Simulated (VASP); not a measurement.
# ReSbN: single point with PBE

The system is ReSbN.

```
Re Sb N
1.0
     3.43212    0.00000    0.00000
     0.00000    3.43212    0.00000
     0.00000    0.00000    8.59263
Re Sb N
2 2 2
Direct
  0.00000 0.50000 0.87324
  0.50000 0.00000 0.12676
  0.00000 0.50000 0.33346
  0.50000 0.00000 0.66654
  0.00000 0.00000 0.00000
  0.50000 0.50000 0.00000
```

| Property | Result |
| --- | --- |
| Program | VASP 6.6.1 |
| Task | single point |
| Functional | PBE |
| Potentials or basis | VASP PAW PBE potentials, release 64 (Re, Sb, N) |
| Cutoff | 520 eV |
| k mesh | 13 × 13 × 5 |
| Occupations | fermi-dirac, width 0.1 eV |
| Spin | no spin polarisation |

```json
{"Pressure": "0.0 GPa", "Largest force": "0.065 eV/Å", "Band gap on the k mesh": "zero (bands 17 and 18 overlap by 1.88 eV)"}
```

Forces in eV/Å, atoms in the order of the input:
```
Re   0.000  0.000 -0.052
Re   0.000  0.000  0.052
Sb   0.000  0.000 -0.065
Sb   0.000  0.000  0.065
N    0.000  0.000  0.000
N    0.000  0.000  0.000
```

Stress tensor (GPa, compression positive):
```
-0.06  0.00  0.00
 0.00 -0.06  0.00
 0.00  0.00  0.21
```

Levels at points of the mesh, in eV from the Fermi level:
| k point | band 15 | band 16 | band 17 | band 18 | band 19 | band 20 |
| --- | --- | --- | --- | --- | --- | --- |
| (0.00, 0.00, 0.00) | 0.16 | 0.39 | 0.39 | 1.04 | 1.58 | 1.62 |

Wall time 5.4 min on 1 thread of Intel Xeon 8259CL, on a shared host, peak memory 0.37 GiB.

Caveat: spin-orbit coupling is left out, which moves the levels of the heavy elements; this functional lacks dispersion, which binds layers or chains, so the pressure and a relaxed spacing across them are unreliable.
